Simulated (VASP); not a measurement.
# AgCl (Cmcm) in VASP: further runs

AgCl is run at these levels: r2SCAN; tasks: single point.

Everything below comes from runs of VASP 6.6.1. Logs are shortened: lines on timing, memory, paths and dates and some standing lists are left out, and cuts for length are marked.

## 1. The cell of the first run

It takes space group Cmcm (No. 63, orthorhombic). Conventional cell: a = 3.537 Å, b = 10.547 Å, c = 3.942 Å, α = 90.00°, β = 90.00°, γ = 90.00°. Ag (site symmetry m2m) has 7 Cl at 2.67 to 3.06 Å and 4 Ag at 2.90 to 3.54 Å within 3.6 Å. Cl (site symmetry m2m) has 7 Ag at 2.67 to 3.06 Å and 8 Cl at 3.48 to 3.58 Å within 3.6 Å.

## 2. Single point, r2SCAN (biaxial xy strain -5.1%)

Contents of POSCAR:

```
AgCl
1.0
    1.7684931790     -5.2737152586      0.0000000000
    1.7684931790      5.2737152586      0.0000000000
    0.0000000000      0.0000000000      3.9420485703
Ag Cl
2 2
Direct
    0.3994658418      0.6005341582      0.7500000000
    0.6005341582      0.3994658418      0.2500000000
    0.8639033548      0.1360966452      0.2500000000
    0.1360966452      0.8639033548      0.7500000000
```

Contents of INCAR.step1:

```
ALGO = Normal
EDIFF = 1E-4
ENCUT = 520
GGA = PE
ISMEAR = 0
LASPH = True
LCHARG = False
LREAL = False
LWAVE = True
NBANDS = 26
NELM = 100
PREC = Accurate
SIGMA = 0.01
```

Contents of INCAR.step2:

```
ALGO = Normal
EDIFF = 1E-6
ENCUT = 520
ISIF = 2
ISMEAR = 0
ISTART = 1
LASPH = True
LCHARG = False
LMIXTAU = True
LREAL = False
LWAVE = False
METAGGA = R2SCAN
NBANDS = 26
NELM = 100
PREC = Accurate
SIGMA = 0.01
```

Contents of KPOINTS:

```
k-points
0
Gamma
  8 8 6
```

Potentials or basis: VASP PAW PBE potentials, release 64 (Ag, Cl).

On the command line:

```
> cat potpaw_PBE.64/Ag/POTCAR potpaw_PBE.64/Cl/POTCAR > POTCAR
> cp INCAR.step1 INCAR
> mpirun -np 1 vasp_std > vasp.out
> cp INCAR.step2 INCAR
> mpirun -np 1 vasp_std > vasp.out
```

OUTCAR:

```text
EDIFF = 1E-6
   ENCUT = 520
   ISIF = 2
   ISMEAR = 0
   ISTART = 1
   LASPH = True
   LREAL = False
   METAGGA = R2SCAN
   NELM = 100
   PREC = Accurate

 ion  position               nearest neighbor table
   1  0.399  0.601  0.750-   3 2.67   3 2.67   3 2.67   3 2.67   4 2.78   2 2.90   2 2.90   4 3.06
                             4 3.06
   2  0.601  0.399  0.250-   4 2.67   4 2.67   4 2.67   4 2.67   3 2.78   1 2.90   1 2.90   3 3.06
                             3 3.06
   3  0.864  0.136  0.250-   1 2.67   1 2.67   1 2.67   1 2.67   2 2.78   2 3.06   2 3.06
   4  0.136  0.864  0.750-   2 2.67   2 2.67   2 2.67   2 2.67   1 2.78   1 3.06   1 3.06

  LATTYP: Found a base centered orthorhombic cell.
 ALAT       =     3.5369863580
 B/A-ratio  =     2.9820387894
 C/A-ratio  =     1.1145218475

  Lattice vectors:

 A1 = (   1.7684931790,  -5.2737152586,   0.0000000000)
 A2 = (   1.7684931790,   5.2737152586,   0.0000000000)
 A3 = (   0.0000000000,   0.0000000000,   3.9420485703)

Analysis of symmetry for initial positions (statically):
=====================================================================
 Subroutine PRICEL returns:
 Original cell was already a primitive cell.

 Routine SETGRP: Setting up the symmetry group for a
 base centered orthorhombic supercell.

 Subroutine GETGRP returns: Found  8 space group operations
 (whereof  4 operations were pure point group operations)
 out of a pool of  8 trial point group operations.

The static configuration has the point symmetry C_2h.
 The point group associated with its full space group is D_2h.

Analysis of symmetry for dynamics (positions and initial velocities):
=====================================================================
 Subroutine PRICEL returns:
 Original cell was already a primitive cell.

 Routine SETGRP: Setting up the symmetry group for a
 base centered orthorhombic supercell.

 Subroutine GETGRP returns: Found  8 space group operations
 (whereof  4 operations were pure point group operations)
 out of a pool of  8 trial point group operations.

The dynamic configuration has the point symmetry C_2h.
 The point group associated with its full space group is D_2h.

 Subroutine INISYM returns: Found  8 space group operations
 (whereof  4 operations are pure point group operations),
 and found     1 'primitive' translations

----------------------------------------------------------------------------------------

                                     Primitive cell

  volume of cell :      73.5313

  direct lattice vectors                    reciprocal lattice vectors
     1.768493179 -5.273715259  0.000000000     0.282726564 -0.094809821  0.000000000
     1.768493179  5.273715259  0.000000000     0.282726564  0.094809821  0.000000000
     0.000000000  0.000000000  3.942048570     0.000000000  0.000000000  0.253675210

  length of vectors
     5.562341301  5.562341301  3.942048570     0.298199953  0.298199953  0.253675210

  position of ions in fractional coordinates (direct lattice)
     0.399465842  0.600534158  0.750000000
     0.600534158  0.399465842  0.250000000
     0.863903355  0.136096645  0.250000000
     0.136096645  0.863903355  0.750000000

  ion indices of the primitive-cell ions
   primitive index   ion index
                 1           1
                 2           2
                 3           3
                 4           4

----------------------------------------------------------------------------------------

 KPOINTS: k-points

Automatic generation of k-mesh.
 Grid dimensions read from file:
 generate k-points for:    8    8    6

 Generating k-lattice:

  Cartesian coordinates                     Fractional coordinates (reciprocal lattice)
     0.035340821 -0.011851228  0.000000000     0.125000000 -0.000000000  0.000000000
     0.035340821  0.011851228  0.000000000    -0.000000000  0.125000000  0.000000000
     0.000000000  0.000000000  0.042279202     0.000000000  0.000000000  0.166666667

  Length of vectors
     0.037274994  0.037274994  0.042279202

  Shift w.r.t. Gamma in fractional coordinates (k-lattice)
     0.000000000  0.000000000  0.000000000

 Subroutine IBZKPT returns following result:
 ===========================================

 Found     84 irreducible k-points:

 Following reciprocal coordinates:
            Coordinates               Weight
  0.000000  0.000000  0.000000      1.000000
  0.125000  0.000000  0.000000      4.000000
  0.250000  0.000000  0.000000      4.000000
  0.375000  0.000000  0.000000      4.000000
  0.500000  0.000000  0.000000      2.000000
  0.125000  0.125000  0.000000      2.000000
[... 16 lines left out ...]
  0.125000  0.000000  0.166667      8.000000
  0.250000  0.000000  0.166667      8.000000
 [... further k-points ...]
   k-points           NKPTS =     84   k-points in BZ     NKDIM =     84   number of bands    NBANDS=     26
   number of dos      NEDOS =    301   number of ions     NIONS =      4
   total plane-waves  NPLWV =  52920
   dimension x,y,z NGX =    42 NGY =   42 NGZ =   30
   dimension x,y,z NGXF=    84 NGYF=   84 NGZF=   60
   ions per type =               2   2
   NGX,Y,Z   is equivalent  to a cutoff of  12.55, 12.55, 12.65 a.u.
   NGXF,Y,Z  is equivalent  to a cutoff of  25.11, 25.11, 25.30 a.u.
 SYSTEM =  unknown system
   PREC   = accura    normal or accurate (medium, high low for compatibility)
   ISTART =      1    job   : 0-new  1-cont  2-samecut
   ICHARG =      0    charge: 1-file 2-atom 10-const
   ISPIN  =      1    spin polarized calculation?
   LNONCOLLINEAR =      F non collinear calculations
   LSORBIT =      F    spin-orbit coupling
   LASPH  =      T    aspherical Exc in radial PAW
   ENCUT  =  520.0 eV  38.22 Ry    6.18 a.u.  10.34 10.34  7.33*2*pi/ulx,y,z
   NELM   =    100;   NELMIN=  2; NELMDL=  0     # of ELM steps
   EDIFF  = 0.1E-05   stopping-criterion for ELM
   LREAL  =      F    real-space projection
   EDIFFG = 0.1E-04   stopping-criterion for IOM
   NSW    =      0    number of steps for IOM
   IBRION =     -1    ionic relax: 0-MD 1-quasi-New 2-CG
   NFREE  =      0    steps in history (QN), initial steepest desc. (CG)
   ISIF   =      2    stress and relaxation
   ISYM   =      2    0-nonsym 1-usesym 2-fastsym
   POTIM  = 0.5000    time-step for ionic-motion
   TEBEG  =    0.0;   TEEND  =   0.0 temperature during run
   PSTRESS=    0.0 pullay stress
   NELECT =      36.0000    total number of electrons
   NUPDOWN=      -1.0000    fix difference up-down
   EMIN   =  10.00;   EMAX   =-10.00  energy-range for DOS
   EFERMI =   0.00;   METHOD = LEGACY
   ISMEAR =     0;   SIGMA  =   0.01  broadening in eV -4-tet -1-fermi 0-gaus
   EFERMI_NEDOS =   21; number of points for ismear=-14 and -15
   IALGO  =     38    algorithm
   IMIX   =      4    mixing-type and parameters
     AMIX     =   0.40;   BMIX     =  1.00
     AMIX_MAG =   1.60;   BMIX_MAG =  1.00
  volume/ion in A,a.u.               =      18.38       124.05
  Fermi-wavevector in a.u.,A,eV,Ry     =   1.290283  2.438281 22.651391  1.664830
  Thomas-Fermi vector in A             =   2.422124
   LORBIT       =      0    0 simple, 1 ext, 2 COOP (PROOUT), +10 PAW based schemes
   METAGGA = R2SCAN    functional components
   LHFCALC =     F    Hartree Fock is set to
   AEXX    =    0.0000 exact exchange contribution
   IVDW    =     0    specifies the selected vdW correction
   LEPSILON=     F    determine dielectric tensor
   LRPA    =     F    only Hartree local field effects (RPA)
 non-spin polarized calculation
 Gauss-broadening in eV      SIGMA  =   0.01
  energy-cutoff  :      520.00
  volume of cell :       73.53
 maximum number of plane-waves:      2008
 NGX is ok and might be reduce to    42
   NGX = 21   NGY = 21   NGZ = 15

 number of electron      35.9999999 magnetization

 Free energy of the ion-electron system (eV)
  ---------------------------------------------------
  ext. energy  EPLUGINS =         0.00000000
  ---------------------------------------------------
  free energy    TOTEN  =       -57.01782542 eV

  energy without entropy =      -57.01782542  energy(sigma->0) =      -57.01782542

 E-fermi :   5.4227     XC(G=0): -11.3896

 val. band max:        5.3252167231   @ k =   0.2500   0.2500   0.0000
 cond. band min:       6.3943959267   @ k =   0.0000   0.0000   0.0000
 fundamental gap:      1.0691792036
 Fermi energy:         5.4226580025

 k-point     1 :       0.0000    0.0000    0.0000
  band No.  band energies     occupation
      1     -11.1448      2.00000
      2     -10.3291      2.00000
      3      -0.0795      2.00000
      4       1.0708      2.00000
      5       1.6089      2.00000
      6       1.7681      2.00000
[... 18 lines left out ...]
     25      16.5471      0.00000
     26      17.3650      0.00000

 k-point     2 :       0.1250    0.0000    0.0000
  band No.  band energies     occupation
      1     -11.0681      2.00000
      2     -10.3031      2.00000
      3      -0.0695      2.00000
      4       0.7742      2.00000
      5       0.9569      2.00000
      6       1.4004      2.00000
[... 18 lines left out ...]
     25      16.4279      0.00000
     26      17.1303      0.00000

 k-point     3 :       0.2500    0.0000    0.0000
  band No.  band energies     occupation
      1     -10.8669      2.00000
      2     -10.2460      2.00000
      3      -0.0572      2.00000
      4       0.1211      2.00000
      5       0.3095      2.00000
      6       0.4627      2.00000
[... 18 lines left out ...]
     25      16.2465      0.00000
     26      16.9088      0.00000

 k-point     4 :       0.3750    0.0000    0.0000
  band No.  band energies     occupation
      1     -10.6288      2.00000
      2     -10.2096      2.00000
      3      -0.6044      2.00000
      4      -0.3780      2.00000
      5      -0.0003      2.00000
      6       0.1235      2.00000
[... 18 lines left out ...]
     25      15.0735      0.00000
     26      17.0423      0.00000

 k-point     5 :       0.5000    0.0000    0.0000
  band No.  band energies     occupation
      1     -10.5060      2.00000
      2     -10.2134      2.00000
      3      -0.8947      2.00000
      4      -0.6158      2.00000
      5      -0.1044      2.00000
      6       0.1469      2.00000
[... 18 lines left out ...]
     25      14.7177      0.00000
     26      16.9707      0.00000

 k-point     6 :       0.1250    0.1250    0.0000
  band No.  band energies     occupation
      1     -10.8925      2.00000
      2     -10.2207      2.00000
      3      -0.1164      2.00000
      4       0.1597      2.00000
      5       0.2875      2.00000
      6       0.5021      2.00000
[... 427 lines left out ...]
 k-point    21 :       0.5000    0.5000    0.0000
  band No.  band energies     occupation
      1     -10.7845      2.00000
      2     -10.6914      2.00000
      3       0.2340      2.00000
      4       0.6453      2.00000
      5       1.2524      2.00000
      6       1.6643      2.00000
[... 18 lines left out ...]
     25      17.1678      0.00000
     26      17.4411      0.00000

 k-point    22 :       0.0000    0.0000    0.1667
  band No.  band energies     occupation
      1     -11.0498      2.00000
      2     -10.3317      2.00000
      3       0.0030      2.00000
      4       0.5507      2.00000
      5       1.1649      2.00000
      6       1.4566      2.00000
[... 18 lines left out ...]
     25      15.7389      0.00000
     26      16.8782      0.00000

 k-point    23 :       0.1250    0.0000    0.1667
  band No.  band energies     occupation
      1     -10.9809      2.00000
      2     -10.3089      2.00000
      3       0.0082      2.00000
      4       0.4107      2.00000
      5       0.8687      2.00000
      6       0.9249      2.00000
[... 18 lines left out ...]
     25      15.7138      0.00000
     26      16.1927      0.00000

 k-point    24 :       0.2500    0.0000    0.1667
  band No.  band energies     occupation
      1     -10.8012      2.00000
      2     -10.2592      2.00000
      3      -0.0729      2.00000
      4       0.0989      2.00000
      5       0.2845      2.00000
      6       0.4511      2.00000
[... 18 lines left out ...]
     25      15.5131      0.00000
     26      16.1432      0.00000

 [... further k-points ...]

------------------------ aborting loop because EDIFF is reached ----------------------------------------

  FORCE on cell =-STRESS in cart. coord.  units (eV):
  Direction    XX          YY          ZZ          XY          YZ          ZX
  --------------------------------------------------------------------------------------
  -------------------------------------------------------------------------------------
  Total        3.3978155      2.7810615      3.2798649      0.0000000      0.0000000      0.0000000
  in kB       74.0352153     60.5967225     71.4651822      0.0000000      0.0000000      0.0000000
  external PRESSURE =      68.6990400 kB  Pullay stress =       0.0000000 kB

 VOLUME and BASIS-vectors are now :
 -----------------------------------------------------------------------------
  energy-cutoff  :      520.00
  volume of cell :       73.53
      direct lattice vectors                 reciprocal lattice vectors
     1.768493179 -5.273715259  0.000000000     0.282726564 -0.094809821  0.000000000
     1.768493179  5.273715259  0.000000000     0.282726564  0.094809821  0.000000000
     0.000000000  0.000000000  3.942048570     0.000000000  0.000000000  0.253675210

 POSITION                                       TOTAL-FORCE (eV/Angst)
 -----------------------------------------------------------------------------------
      1.76849      1.06038      2.95654         0.000000     -0.001963     -0.000000
      1.76849     -1.06038      0.98551         0.000000      0.001963      0.000000
      1.76849     -3.83825      0.98551         0.000000      0.000838     -0.000000
      1.76849      3.83825      2.95654         0.000000     -0.000838     -0.000000
 -----------------------------------------------------------------------------------
    total drift:                                0.000000      0.000000     -0.000000

  FREE ENERGIE OF THE ION-ELECTRON SYSTEM (eV)
  ---------------------------------------------------
  free  energy   TOTEN  =       -57.0178254225 eV

  energy  without entropy=      -57.0178254225  energy(sigma->0) =      -57.01782542
```

Run time: 25 min. Hardware: 1 thread of Oxide Virtual Turin-like, shared host; peak memory 0.27 GiB.

What came out:

```yaml
Free_energy: -57.0178 eV
Pressure: 6.9 GPa
Band_gap_on_the_k_mesh: 1.07 eV (least direct gap 2.57 eV)
```

Stress tensor (GPa, compression positive):
```
7.40 0.00 0.00
0.00 6.06 0.00
0.00 0.00 7.15
```

Caveat: the cell differs from its parent crystal (biaxial xy strain -5.1%); the cell stands under pressure; the PAW data sets were made with another functional, which shifts forces and pressure a little. A k mesh can miss the band edges.

## 3. Single point, r2SCAN (epitaxial xy strain -4.8%)

Contents of POSCAR:

```
AgCl
1.0
    1.7727784026     -5.2864939618      0.0000000000
    1.7727784026      5.2864939618      0.0000000000
    0.0000000000      0.0000000000      4.2288279998
Ag Cl
2 2
Direct
    0.3980678270      0.6019321730      0.7500000000
    0.6019321730      0.3980678270      0.2500000000
    0.8665290633      0.1334709367      0.2500000000
    0.1334709367      0.8665290633      0.7500000000
```

Contents of INCAR.step1:

```
PREC     = Accurate       # precision mode
ENCUT    = 520            # plane-wave cutoff, eV
ISMEAR   = 0              # smearing method
SIGMA    = 0.01           # smearing width, eV
LREAL    = False          # projectors in reciprocal space
LASPH    = True           # aspherical terms in the spheres
NELM     = 80             # most SCF steps
NBANDS   = 26             # bands
GGA      = PE             # functional
ALGO     = Normal         # electronic algorithm
EDIFF    = 1E-4           # SCF threshold, eV
LWAVE    = True           # write WAVECAR
LCHARG   = False          # write CHGCAR
```

Contents of INCAR.step2:

```
PREC     = Accurate       # precision mode
ENCUT    = 520            # plane-wave cutoff, eV
EDIFF    = 1E-6           # SCF threshold, eV
ISMEAR   = 0              # smearing method
SIGMA    = 0.01           # smearing width, eV
LREAL    = False          # projectors in reciprocal space
LASPH    = True           # aspherical terms in the spheres
NELM     = 80             # most SCF steps
ALGO     = Normal         # electronic algorithm
ISIF     = 2              # what is computed and relaxed
LWAVE    = False          # write WAVECAR
LCHARG   = True           # write CHGCAR
METAGGA  = R2SCAN         # meta-GGA
LMIXTAU  = True         
LELF     = True           # ELF
LVHAR    = True         
NBANDS   = 26             # bands
ISTART   = 1
```

Contents of KPOINTS:

```
Automatic mesh
0
Gamma
  8 8 6
```

Potentials or basis: VASP PAW PBE potentials, release 64 (Ag, Cl).

On the command line:

```
> cat potpaw_PBE.64/Ag/POTCAR potpaw_PBE.64/Cl/POTCAR > POTCAR
> cp INCAR.step1 INCAR
> mpirun -np 1 vasp_std > vasp.out
> cp INCAR.step2 INCAR
> mpirun -np 1 vasp_std > vasp.out
```

Wall time 30 min (1 thread of Oxide Virtual Turin-like, shared host); peak memory 0.3 GiB.

The run converged. Its results:

```
Free energy            : -57.1374 eV
Pressure               : 0.8 GPa
Largest force          : 0.003 eV/Å
Band gap on the k mesh : 1.09 eV (least direct gap 2.25 eV)
```

Forces in eV/Å, atoms in the order of the input:
```
Ag   0.000 -0.003  0.000
Ag   0.000  0.003  0.000
Cl   0.000  0.003  0.000
Cl   0.000 -0.003  0.000
```

Stress tensor (GPa, compression positive):
```
 1.56  0.00  0.00
 0.00  0.97  0.00
 0.00  0.00 -0.08
```

Levels at points of the mesh, in eV from the valence-band top:
```tsv
k point	band 16	band 17	band 18	band 19	band 20	band 21
(0.00, 0.00, 0.00)	-1.72	-1.56	-1.16	1.09	3.40	9.06
(0.50, 0.00, 0.00)	-0.84	-0.03	-0.02	3.96	5.58	6.06
(0.50, 0.50, 0.00)	-1.51	-1.43	-1.31	3.06	4.57	7.34
(0.00, 0.00, 0.50)	-1.30	-0.21	-0.21	4.95	4.95	7.74
(0.50, 0.00, 0.50)	-1.90	-1.26	-1.26	3.67	3.67	8.35
(0.50, 0.50, 0.50)	-0.46	-0.32	-0.32	4.61	4.61	7.31
```

Caveat: the cell differs from its parent crystal (epitaxial xy strain -4.8%); the PAW data sets were made with another functional, which shifts forces and pressure a little. A k mesh can miss the band edges.
